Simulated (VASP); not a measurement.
Input of a VASP 6.6.1 run:

Contents of INCAR:

```
SYSTEM = Li
PREC = Accurate
ENCUT = 520
EDIFF = 1E-7
ISMEAR = -1
SIGMA = 0.1
LREAL = .FALSE.
LASPH = .TRUE.
NELM = 60
ALGO = Normal
ISIF = 2
LWAVE = .FALSE.
LCHARG = .TRUE.
GGA = PS
LELF = .TRUE.
LVHAR = .TRUE.
NBANDS = 10
```

The input KPOINTS:

```
Automatic mesh
0
G
  11 11 6
  0 0 0
```

File POSCAR:

```
Li
1.0
    3.0546798929      0.0000000000      0.0000000000
   -1.5273399464      2.6454352665      0.0000000000
    0.0000000000      0.0000000000      5.0007986803
Li
2
Direct
    0.3333333333      0.6666666667      0.2500000000
    0.6666666667      0.3333333333      0.7500000000
```

Potentials or basis: VASP PAW PBE potentials, release 64 (Li_sv).

Command:

```sh
$ cat potpaw_PBE.64/Li_sv/POTCAR > POTCAR
$ mpirun -np 1 vasp_std > vasp.out
```

(1) What does it give for the band gap on the k mesh?

Answers

(1) zero (band 3 reaches 2.45 eV, above the bottom of band 4 at -1.81 eV).
